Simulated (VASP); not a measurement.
A run of VASP 6.6.1:

POSCAR

```
Rh
1.0
    2.5261556141      0.0000000000      0.0000000000
   -1.2630778070      2.3650972278      0.0000000000
    0.0000000000      0.0000000000      4.4284890000
Rh
2
Direct
    0.6666666667      0.3333333333      0.7500000000
    0.3333333333      0.6666666667      0.2500000000
```

The input INCAR.step1:

```
PREC = Accurate
ENCUT = 520
ISMEAR = 0
SIGMA = 0.15
LREAL = F
LASPH = T
NELM = 80
NBANDS = 22
GGA = PE
ALGO = Normal
EDIFF = 1E-4
LWAVE = T
LCHARG = F
```

Contents of INCAR.step2:

```
PREC = Accurate
ENCUT = 520
EDIFF = 1E-6
ISMEAR = 0
SIGMA = 0.15
LREAL = F
LASPH = T
NELM = 80
ALGO = Normal
ISIF = 2
LWAVE = F
LCHARG = T
METAGGA = R2SCAN
LMIXTAU = T
LELF = T
LVHAR = T
NBANDS = 22
ISTART = 1
```

The input KPOINTS:

```
regular mesh
0
Gamma
  18 18 12
```

Potentials or basis: VASP PAW PBE potentials, release 64 (Rh_pv).

The run is started by

```sh
$ cat potpaw_PBE.64/Rh_pv/POTCAR > POTCAR
$ cp INCAR.step1 INCAR
$ mpirun -np 1 vasp_std > vasp.out
$ cp INCAR.step2 INCAR
$ mpirun -np 1 vasp_std > vasp.out
```

Hardware: 1 thread of Oxide Virtual Turin-like Processor, with other jobs on the host.

Estimate the wall time of this run.

Wall time 30 min on 1 thread of Oxide Virtual Turin-like Processor, on a shared host, peak memory 0.34 GiB. Counts: k points 637.
